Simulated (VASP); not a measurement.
# Au (I4/mmm) in VASP: further runs, part 2 of 2

VASP 6.6.1. Earlier steps stand in the parts before.

## 3. Single point, PBE (biaxial strain in the a-b plane: -4.0 %)

INCAR reads:

```
SYSTEM = Au
PREC = Accurate ; ENCUT = 500
EDIFF = 1E-6 ; ISMEAR = 0
SIGMA = 0.1 ; LREAL = .FALSE.
LASPH = .TRUE. ; NELM = 120
ALGO = Normal ; ISIF = 2
LWAVE = .FALSE. ; LCHARG = .FALSE.
GGA = PE ; NBANDS = 18
GGA_COMPAT = .FALSE.
```

KPOINTS reads:

```
Automatic mesh
0
G
  16 16 16
  0 0 0
```

POSCAR reads:

```
Au
1.0
    3.1692566768      0.0000000000      0.0000000000
    0.0000000000      3.1692566768      0.0000000000
    0.0000000000      0.0000000000      3.3805404553
Au
2
Direct
    0.0000000000      0.0000000000      0.0000000000
    0.5000000000      0.5000000000      0.5000000000
```

Potentials or basis: VASP PAW PBE potentials, release 64 (Au).

Run with:

```sh
> cat potpaw_PBE.64/Au/POTCAR > POTCAR
> mpirun -np 1 vasp_std > vasp.out
```

OUTCAR:

```text
SYSTEM = Au
   PREC = Accurate
   ENCUT = 500
   EDIFF = 1E-6
   ISMEAR = 0
   LREAL = .FALSE.
   LASPH = .TRUE.
   NELM = 120
   ISIF = 2
   GGA = PE

 ion  position               nearest neighbor table
   1  0.000  0.000  0.000-   2 2.81   2 2.81   2 2.81   2 2.81   2 2.81   2 2.81   2 2.81   2 2.81

   2  0.500  0.500  0.500-   1 2.81   1 2.81   1 2.81   1 2.81   1 2.81   1 2.81   1 2.81   1 2.81

  LATTYP: Found a simple tetragonal cell.
 ALAT       =     3.1692566768
 C/A-ratio  =     1.0666666667

  Lattice vectors:

 A1 = (   3.1692566768,   0.0000000000,   0.0000000000)
 A2 = (   0.0000000000,   3.1692566768,   0.0000000000)
 A3 = (   0.0000000000,   0.0000000000,   3.3805404553)

Analysis of symmetry for initial positions (statically):
=====================================================================
 Subroutine PRICEL returns following result:

  LATTYP: Found a body centered tetragonal cell.
 ALAT       =     3.1692566768
 C/A-ratio  =     1.0666666667

  Lattice vectors:

 A1 = (  -1.5846283384,  -1.5846283384,  -1.6902702276)
 A2 = (   1.5846283384,   1.5846283384,  -1.6902702276)
 A3 = (   1.5846283384,  -1.5846283384,   1.6902702276)

   2 primitive cells build up your supercell.

 Routine SETGRP: Setting up the symmetry group for a
 simple tetragonal supercell.

 Subroutine GETGRP returns: Found 16 space group operations
 (whereof 16 operations were pure point group operations)
 out of a pool of 16 trial point group operations.

The static configuration has the point symmetry D_4h.

Analysis of symmetry for dynamics (positions and initial velocities):
=====================================================================
 Subroutine PRICEL returns following result:

  LATTYP: Found a body centered tetragonal cell.
 ALAT       =     3.1692566768
 C/A-ratio  =     1.0666666667

  Lattice vectors:

[... 120 lines left out ...]
   TEBEG  =    0.0;   TEEND  =   0.0 temperature during run
   PSTRESS=    0.0 pullay stress
   NELECT =      22.0000    total number of electrons
   NUPDOWN=      -1.0000    fix difference up-down
   EMIN   =  10.00;   EMAX   =-10.00  energy-range for DOS
   EFERMI =   0.00;   METHOD = LEGACY
   ISMEAR =     0;   SIGMA  =   0.10  broadening in eV -4-tet -1-fermi 0-gaus
   EFERMI_NEDOS =   21; number of points for ismear=-14 and -15
   IALGO  =     38    algorithm
   IMIX   =      4    mixing-type and parameters
     AMIX     =   0.40;   BMIX     =  1.00
     AMIX_MAG =   1.60;   BMIX_MAG =  1.00
  volume/ion in A,a.u.               =      16.98       114.57
  Fermi-wavevector in a.u.,A,eV,Ry     =   1.416605  2.676995 27.303755  2.006769
  Thomas-Fermi vector in A             =   2.537922
   LORBIT       =      0    0 simple, 1 ext, 2 COOP (PROOUT), +10 PAW based schemes
   GGA     = PE    functional components
   LHFCALC =     F    Hartree Fock is set to
   AEXX    =    0.0000 exact exchange contribution
   IVDW    =     0    specifies the selected vdW correction
   LEPSILON=     F    determine dielectric tensor
   LRPA    =     F    only Hartree local field effects (RPA)
 non-spin polarized calculation
 Gauss-broadening in eV      SIGMA  =   0.10
  energy-cutoff  :      500.00
  volume of cell :       33.95
 maximum number of plane-waves:       896
 NGX is ok and might be reduce to    24
   NGX = 11   NGY = 11   NGZ = 13

 number of electron      22.0000007 magnetization

 Free energy of the ion-electron system (eV)
  ---------------------------------------------------
  ext. energy  EPLUGINS =         0.00000000
  ---------------------------------------------------
  free energy    TOTEN  =        -6.34596258 eV

  energy without entropy =       -6.34273582  energy(sigma->0) =       -6.34434920

 E-fermi :   9.5324     XC(G=0): -12.7413

 val. band max:        9.5305311767   @ k =   0.5000   0.1875   0.2500
 cond. band min:       9.5332231839   @ k =   0.5000   0.4375   0.0625
 fundamental gap:      0.0026920072
 Fermi energy:         9.5324280453

 k-point     1 :       0.0000    0.0000    0.0000
  band No.  band energies     occupation
      1      -0.3476      2.00000
      2       2.6417      2.00000
      3       2.6856      2.00000
      4       4.5375      2.00000
      5       4.5375      2.00000
      6       4.9417      2.00000
[... 481 lines left out ...]
      5       4.5416      2.00000
      6       4.5416      2.00000
[... 10 lines left out ...]
     17      23.1370      0.00000
     18      23.1370      0.00000

 [... further k-points ...]
[... 5 lines left out ...]
  --------------------------------------------------------------------------------------
  -------------------------------------------------------------------------------------
  Total        1.9783059      1.9783059      2.1326120      0.0000000     -0.0000000      0.0000000
  in kB       93.3475779     93.3475779    100.6286068      0.0000000     -0.0000000      0.0000000
  external PRESSURE =      95.7745875 kB  Pullay stress =       0.0000000 kB

 VOLUME and BASIS-vectors are now :
 -----------------------------------------------------------------------------
  energy-cutoff  :      500.00
  volume of cell :       33.95
      direct lattice vectors                 reciprocal lattice vectors
     3.169256677  0.000000000  0.000000000     0.315531401  0.000000000  0.000000000
     0.000000000  3.169256677  0.000000000     0.000000000  0.315531401  0.000000000
     0.000000000  0.000000000  3.380540455     0.000000000  0.000000000  0.295810689

 POSITION                                       TOTAL-FORCE (eV/Angst)
 -----------------------------------------------------------------------------------
      0.00000      0.00000      0.00000        -0.000000     -0.000000      0.000000
      1.58463      1.58463      1.69027         0.000000      0.000000     -0.000000
 -----------------------------------------------------------------------------------
    total drift:                                0.000000      0.000000     -0.000000

  FREE ENERGIE OF THE ION-ELECTRON SYSTEM (eV)
  ---------------------------------------------------
  free  energy   TOTEN  =        -6.3459625786 eV

  energy  without entropy=       -6.3427358151  energy(sigma->0) =       -6.34434920
```

OSZICAR:

```text
N       E                     dE             d eps       ncg     rms          rms(c)
DAV:   1     0.120877096906E+03    0.12088E+03   -0.11278E+04 15148   0.113E+03
DAV:   2    -0.481282812204E+01   -0.12569E+03   -0.11979E+03 15540   0.256E+02
DAV:   3    -0.688957336835E+01   -0.20767E+01   -0.20651E+01 16714   0.331E+01
DAV:   4    -0.689881081719E+01   -0.92374E-02   -0.92364E-02 15958   0.237E+00
DAV:   5    -0.689889273179E+01   -0.81915E-04   -0.81915E-04 15978   0.234E-01    0.131E+01
DAV:   6    -0.638959757424E+01    0.50930E+00   -0.97262E-01 14936   0.886E+00    0.834E+00
DAV:   7    -0.635044623934E+01    0.39151E-01   -0.10523E-01 15888   0.291E+00    0.368E+00
DAV:   8    -0.634597426236E+01    0.44720E-02   -0.63973E-03 15600   0.628E-01    0.361E-01
DAV:   9    -0.634594878606E+01    0.25476E-04   -0.30665E-05 16196   0.447E-02    0.204E-02
DAV:  10    -0.634596290303E+01   -0.14117E-04   -0.58138E-06 15938   0.230E-02    0.517E-03
DAV:  11    -0.634596257859E+01    0.32444E-06   -0.10906E-07  8392   0.255E-03
   1 F= -.63459626E+01 E0= -.63443492E+01  d E =-.322676E-02
```

stdout:

```text
POSCAR found type information on POSCAR Au
 POSCAR found :  1 types and       2 ions
 scaLAPACK will be used
 LDA part: xc-table for (Slater+PW92), standard interpolation
 POSCAR, INCAR and KPOINTS ok, starting setup
 FFT: planning ... GRIDC
 FFT: planning ... GRID_SOFT
 FFT: planning ... GRID
 WAVECAR not read
 entering main loop
```

Wall time 67 s (1 thread of Intel Xeon Platinum 8488C (Sapphire Rapids), shared host); peak memory 0.3 GiB.

What came out:

```
Free energy            : -6.3460 eV
Pressure               : 9.6 GPa
Band gap on the k mesh : zero (bands 11 and 12 overlap by 5.79 eV)
```

Levels at points of the mesh, in eV from the Fermi level:
| k point | band 9 | band 10 | band 11 | band 12 | band 13 | band 14 |
| --- | --- | --- | --- | --- | --- | --- |
| (0.00, 0.00, 0.00) | -1.86 | -1.71 | -1.71 | 5.13 | 6.96 | 6.96 |
| (0.50, 0.00, 0.00) | -3.49 | -3.49 | -1.68 | -1.68 | 12.26 | 12.26 |
| (0.50, 0.50, 0.00) | -1.32 | -1.32 | -0.37 | -0.37 | 3.98 | 3.98 |
| (0.00, 0.00, 0.50) | -3.33 | -3.33 | -2.45 | -2.45 | 13.36 | 13.36 |
| (0.50, 0.00, 0.50) | -1.43 | -1.43 | -0.75 | -0.75 | 3.45 | 3.45 |
| (0.50, 0.50, 0.50) | -2.54 | -2.54 | 3.00 | 3.00 | 7.05 | 7.05 |

Caveat: the cell differs from its parent crystal (biaxial strain in the a-b plane: -4.0 %); the cell stands under pressure; spin-orbit coupling is left out, which moves the levels of the heavy elements.

## 4. Single point, PBE (biaxial strain in the a-b plane: +4.0 %, then relaxed in part)

INCAR reads:

```
  PREC = Accurate
  ENCUT = 500
  EDIFF = 1E-6
  ISMEAR = 0
  SIGMA = 0.1
  LREAL = False
  LASPH = True
  NELM = 120
  ALGO = Normal
  ISIF = 2
  LWAVE = False
  LCHARG = False
  GGA = PE
  NBANDS = 18
  GGA_COMPAT = False
```

KPOINTS reads:

```
Automatic mesh
0
Gamma
  16 16 16
```

POSCAR reads:

```
Au
1.0
    3.4333613999      0.0000000000      0.0000000000
    0.0000000000      3.4333613999      0.0000000000
    0.0000000000      0.0000000000      3.0484966432
Au
2
Direct
    0.0000000000      0.0000000000      0.0000000000
    0.5000000000      0.5000000000      0.5000000000
```

Run with:

```sh
> cat potpaw_PBE.64/Au/POTCAR > POTCAR
> mpirun -np 1 vasp_std > vasp.out
```

Wall time 87 s (1 thread of Intel Xeon Platinum 8488C (Sapphire Rapids), shared host); peak memory 0.31 GiB.

Results (log left out):

| Quantity | Value |
| --- | --- |
| Free energy | -6.4115 eV |
| Pressure | 0.4 GPa |
| Band gap on the k mesh | zero (bands 11 and 12 overlap by 5.54 eV) |

Stress tensor (GPa, compression positive):
```
 0.72  0.00  0.00
 0.00  0.72  0.00
 0.00  0.00 -0.23
```

Levels at points of the mesh, in eV from the Fermi level:
```tsv
k point	band 9	band 10	band 11	band 12	band 13	band 14
(0.00, 0.00, 0.00)	-1.85	-1.85	-1.62	5.16	5.16	8.62
(0.50, 0.00, 0.00)	-3.16	-3.16	-2.35	-2.35	11.95	11.95
(0.50, 0.50, 0.00)	-1.55	-1.55	-0.85	-0.85	2.64	2.64
(0.00, 0.00, 0.50)	-3.45	-3.45	-0.92	-0.92	11.34	11.34
(0.50, 0.00, 0.50)	-1.47	-1.47	-0.16	-0.16	3.64	3.64
(0.50, 0.50, 0.50)	-2.43	-2.43	2.98	2.98	6.30	6.30
```

Caveat: the cell differs from its parent crystal (biaxial strain in the a-b plane: +4.0 %, then relaxed in part); spin-orbit coupling is left out, which moves the levels of the heavy elements.

## 5. Single point, PBE (biaxial strain in the a-b plane: -2.0 %, then relaxed in part)

INCAR reads:

```
SYSTEM = Au
PREC = Accurate
ENCUT = 500
EDIFF = 1E-6
ISMEAR = 0
SIGMA = 0.1
LREAL = .False.
LASPH = .True.
NELM = 120
ALGO = Normal
ISIF = 2
LWAVE = .False.
LCHARG = .True.
GGA = PE
LELF = .True.
LVHAR = .True.
NBANDS = 18
GGA_COMPAT = .False.
```

KPOINTS reads:

```
regular mesh
0
Gamma
  16 16 16
  0 0 0
```

POSCAR reads:

```
Au
1.0
    3.2352828576      0.0000000000      0.0000000000
    0.0000000000      3.2352828576      0.0000000000
    0.0000000000      0.0000000000      3.4555011241
Au
2
Direct
    0.0000000000      0.0000000000      0.0000000000
    0.5000000000      0.5000000000      0.5000000000
```

Run with:

```sh
> cat potpaw_PBE.64/Au/POTCAR > POTCAR
> mpirun -np 1 vasp_std > vasp.out
```

Wall time 67 s (1 thread of Intel Xeon Platinum 8488C (Sapphire Rapids), shared host); peak memory 0.31 GiB.

It converged, with:

```yaml
Free_energy: -6.4045 eV
Pressure: -0.6 GPa
Band_gap_on_the_k_mesh: zero (bands 11 and 12 overlap by 5.42 eV)
```

Stress tensor (GPa, compression positive):
```
-0.84  0.00  0.00
 0.00 -0.84  0.00
 0.00  0.00 -0.22
```

Levels at points of the mesh, in eV from the Fermi level:
| k point | band 8 | band 9 | band 10 | band 11 | band 12 | band 13 | band 14 | band 15 |
| --- | --- | --- | --- | --- | --- | --- | --- | --- |
| (0.00, 0.00, 0.00) | -2.62 | -1.83 | -1.70 | -1.70 | 5.08 | 6.88 | 6.88 | 8.85 |
| (0.50, 0.00, 0.00) | -3.88 | -3.29 | -3.29 | -1.63 | -1.63 | 11.81 | 11.81 | 12.49 |
| (0.50, 0.50, 0.00) | -2.47 | -1.36 | -1.36 | -0.12 | -0.12 | 3.59 | 3.59 | 11.75 |
| (0.00, 0.00, 0.50) | -3.82 | -3.15 | -3.15 | -2.35 | -2.35 | 12.94 | 12.94 | 13.43 |
| (0.50, 0.00, 0.50) | -2.57 | -1.45 | -1.45 | -0.48 | -0.48 | 3.09 | 3.09 | 12.68 |
| (0.50, 0.50, 0.50) | -2.71 | -2.45 | -2.45 | 2.79 | 2.79 | 6.78 | 6.78 | 6.78 |

Caveat: the cell differs from its parent crystal (biaxial strain in the a-b plane: -2.0 %, then relaxed in part); spin-orbit coupling is left out, which moves the levels of the heavy elements.

## 6. Single point, PBE (biaxial strain in the a-b plane: -4.0 %, then relaxed in part)

INCAR reads:

```
  ALGO = Normal
  EDIFF = 1E-6
  ENCUT = 500
  GGA = PE
  GGA_COMPAT = F
  ISIF = 2
  ISMEAR = 0
  LASPH = T
  LCHARG = F
  LREAL = F
  LWAVE = F
  NBANDS = 18
  NELM = 120
  PREC = Accurate
  SIGMA = 0.1
```

KPOINTS reads:

```
k-points
0
Gamma
  16 16 16
```

POSCAR reads:

```
Au
1.0
    3.1692566768      0.0000000000      0.0000000000
    0.0000000000      3.1692566768      0.0000000000
    0.0000000000      0.0000000000      3.6021796016
Au
2
Direct
    0.0000000000      0.0000000000      0.0000000000
    0.5000000000      0.5000000000      0.5000000000
```

Potentials or basis: VASP PAW PBE potentials, release 64 (Au).

Run with:

```sh
> cat potpaw_PBE.64/Au/POTCAR > POTCAR
> mpirun -np 1 vasp_std > vasp.out
```

Wall time 70 s (1 thread of Intel Xeon Platinum 8488C (Sapphire Rapids), shared host); peak memory 0.31 GiB.

Results (log left out):

```
Free energy            : -6.4127 eV
Pressure               : -0.8 GPa
Band gap on the k mesh : zero (bands 11 and 12 overlap by 6.05 eV)
```

Stress tensor (GPa, compression positive):
```
-1.07  0.00  0.00
 0.00 -1.07  0.00
 0.00  0.00 -0.20
```

Levels at points of the mesh, in eV from the Fermi level:
```csv
k point,band 7,band 8,band 9,band 10,band 11,band 12,band 13,band 14,band 15,band 16
"(0.00, 0.00, 0.00)",-3.33,-2.57,-1.93,-1.69,-1.69,4.04,7.47,7.47,8.30,14.91
"(0.50, 0.00, 0.00)",-3.83,-3.83,-3.30,-3.30,-1.39,-1.39,11.07,11.07,11.76,11.76
"(0.50, 0.50, 0.00)",-2.34,-2.34,-1.37,-1.37,0.12,0.12,3.91,3.91,11.22,11.22
"(0.00, 0.00, 0.50)",-3.73,-3.73,-3.05,-3.05,-2.76,-2.76,13.54,13.54,13.54,13.54
"(0.50, 0.00, 0.50)",-2.47,-2.47,-1.56,-1.56,-0.58,-0.58,2.94,2.94,13.00,13.00
"(0.50, 0.50, 0.50)",-2.86,-2.86,-2.32,-2.32,2.97,2.97,6.59,6.59,6.59,6.59
```

Caveat: the cell differs from its parent crystal (biaxial strain in the a-b plane: -4.0 %, then relaxed in part); spin-orbit coupling is left out, which moves the levels of the heavy elements.

## 7. Single point, PBE (uniaxial strain along a: +6.0 %)

INCAR reads:

```
SYSTEM = Au
PREC = Accurate
ENCUT = 520
EDIFF = 1E-6
ISMEAR = 0
SIGMA = 0.1
LREAL = .False.
LASPH = .True.
NELM = 100
ALGO = Fast
ISIF = 2
LWAVE = .False.
LCHARG = .True.
GGA = PE
LELF = .True.
LVHAR = .True.
NBANDS = 18
```

KPOINTS reads:

```
Automatic mesh
0
Gamma
  16 16 16
  0 0 0
```

POSCAR reads:

```
Au
1.0
    3.4993875806      0.0000000000      0.0000000000
    0.0000000000      3.2517894027      0.0000000000
    0.0000000000      0.0000000000      3.2517894027
Au
2
Direct
    0.0000000000      0.0000000000      0.0000000000
    0.5000000000      0.5000000000      0.5000000000
```

Run with:

```sh
> cat potpaw_PBE.64/Au/POTCAR > POTCAR
> mpirun -np 1 vasp_std > vasp.out
```

It took 4 min on 1 thread of Intel Xeon 8259CL, shared host; peak memory 0.32 GiB.

Results (log left out):

```
Free energy            : -6.3949 eV
Pressure               : -3.4 GPa
Band gap on the k mesh : zero (bands 11 and 12 overlap by 5.36 eV)
```

Stress tensor (GPa, compression positive):
```
-2.93  0.00  0.00
 0.00 -3.66  0.00
 0.00  0.00 -3.66
```

Levels at points of the mesh, in eV from the Fermi level:
```tsv
k point	band 8	band 9	band 10	band 11	band 12	band 13	band 14	band 15
(0.00, 0.00, 0.00)	-2.57	-1.84	-1.70	-1.70	4.94	6.92	6.92	8.55
(0.50, 0.00, 0.00)	-3.72	-3.08	-3.08	-2.36	-2.36	12.85	12.85	13.24
(0.00, 0.50, 0.00)	-3.78	-3.22	-3.22	-1.59	-1.59	11.57	11.57	12.20
(0.50, 0.50, 0.00)	-2.52	-1.47	-1.47	-0.40	-0.40	2.95	2.95	12.70
(0.00, 0.50, 0.50)	-2.42	-1.37	-1.37	0.00	0.00	3.49	3.49	11.65
(0.50, 0.50, 0.50)	-2.68	-2.40	-2.40	2.73	2.73	6.67	6.67	6.67
```

Caveat: the cell differs from its parent crystal (uniaxial strain along a: +6.0 %); the cell stands under tension; spin-orbit coupling is left out, which moves the levels of the heavy elements.

## 8. Overview

| cell | cutoff (eV) | gap on the mesh (eV) | pressure (GPa) |
| --- | --- | --- | --- |
| a = 3.103, b = 3.103, c = 3.420 Å, 2 atoms | 500 | none | 15.9 |
| a = 3.169, b = 3.169, c = 3.381 Å, 2 atoms | 500 | none | 9.6 |
| a = 3.433, b = 3.433, c = 3.048 Å, 2 atoms | 500 | none | 0.4 |
| a = 3.235, b = 3.235, c = 3.456 Å, 2 atoms | 500 | none | -0.6 |
| a = 3.169, b = 3.169, c = 3.602 Å, 2 atoms | 500 | none | -0.8 |
| a = 3.499, b = 3.252, c = 3.252 Å, 2 atoms | 520 | none | -3.4 |

Alike in all rows: task single point; level PBE; potentials or basis VASP PAW PBE potentials, release 64 (Au); no spin polarisation; k mesh 16 × 16 × 16; smearing gaussian 0.1 eV.

Caveats: spin-orbit coupling is left out, which moves the levels of the heavy elements; the cell stands under pressure (at least some runs); the cell stands under tension (at least some runs).

Total energies depend on the potentials used, so only differences within one code and one set of settings carry meaning.
